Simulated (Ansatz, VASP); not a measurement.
Ti in VASP and in Ansatz

The input POSCAR:

```
Ti
1.0
   -1.5896847914      1.5896847914      1.7486532705
    1.5896847914     -1.5896847914      1.7486532705
    1.5896847914      1.5896847914     -1.7486532705
Ti
1
Direct
    0.0000000000      0.0000000000      0.0000000000
```

INCAR.step1

```
PREC = Accurate
ENCUT = 520
ISMEAR = 0
SIGMA = 0.15
LREAL = F
LASPH = T
NELM = 60
NBANDS = 12
GGA = PE
ALGO = Normal
EDIFF = 1E-4
LWAVE = T
LCHARG = F
```

Contents of INCAR.step2:

```
PREC = Accurate
ENCUT = 520
EDIFF = 1E-6
ISMEAR = 0
SIGMA = 0.15
LREAL = F
LASPH = T
NELM = 60
ALGO = Normal
ISIF = 2
LWAVE = F
LCHARG = T
METAGGA = R2SCAN
LMIXTAU = T
LELF = T
LVHAR = T
NBANDS = 12
ISTART = 1
```

File KPOINTS:

```
Automatic mesh
0
Gamma
  22 22 22
```

Input for Ansatz:

```yaml
crystal:
  lattice:
    - [-1.5896847914, 1.5896847914, 1.7486532705]
    - [1.5896847914, -1.5896847914, 1.7486532705]
    - [1.5896847914, 1.5896847914, -1.7486532705]
  atoms:
    - { symbol: Ti, position: [0.0, 0.0, 0.0] }
basis:
  ecutwfc: 500
kpoints:
  mp_grid: { grid: [22, 22, 22] }
hamiltonian:
  xc: r2scan
scf:
  occupations: { method: gaussian, width: 0.15 }
output:
  forces: true
  stress: true
  eigenvalues: true
```

Alike in both runs: task single point; functional r2SCAN; k mesh 22 × 22 × 22; occupations gaussian, width 0.15 eV; no spin polarisation.

```csv
,VASP,Ansatz
version,VASP 6.6.1,Ansatz 0.2.0
potentials or method,"VASP PAW PBE potentials, release 64 (Ti_sv), cutoff 520 eV","scalar-relativistic, plane waves, PAW"
valence electrons in the cell,12,12
```

```csv
,VASP,Ansatz,Ansatz less VASP
gap on the k mesh at the Fermi level (eV),none,none,-
pressure (GPa),-2.3,-2.5,-0.27
"traceless stress, the component that is largest in VASP (GPa)",2.12,2.09,-0.027
```

VASP's potentials were made for PBE, not for r2SCAN. A gap of «none» marks a metal or a gap that the smearing closes.
